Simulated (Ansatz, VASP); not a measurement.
Si2W3: VASP beside Ansatz

```
Si W
1.0
     7.16044    0.00000    0.00000
     0.00000    7.16044    0.00000
     0.00000    0.00000    3.31232
Si W
4 6
Direct
  0.13423 0.63423 0.00000
  0.86577 0.36577 0.00000
  0.63423 0.86577 0.00000
  0.36577 0.13423 0.00000
  0.50000 0.50000 0.00000
  0.00000 0.00000 0.00000
  0.65951 0.15951 0.50000
  0.34049 0.84049 0.50000
  0.15951 0.34049 0.50000
  0.84049 0.65951 0.50000
```

Change from the starting cell: strain +0.080 along x and y, +0.000 along z, atoms carried along.

Alike in both runs: task single point; functional PBE; k mesh 6 × 6 × 12; occupations gaussian, width 0.15 eV; no spin polarisation.

```csv
,VASP,Ansatz
version,VASP 6.6.1,Ansatz 0.2.0
potentials or method,"VASP PAW PBE potentials, release 64 (Si, W_sv), cutoff 520 eV","scalar-relativistic, plane waves, PAW"
valence electrons in the cell,100,100
```

```csv
,VASP,Ansatz,Ansatz less VASP
gap on the k mesh at the Fermi level (eV),none,none,-
pressure (GPa),-27.9,-27.9,-0.05
"traceless stress, the component that is largest in VASP (GPa)",4.82,4.81,-0.006
rms of the force components (eV/Å),0.211,0.210,-0.0006
```

Atom by atom the forces differ by 0.001 eV/Å (rms over components). A gap of «none» marks a metal or a gap that the smearing closes. The functional is the same, so the differences come from potentials, cutoffs and numerics.

Neither program's run includes spin-orbit coupling.
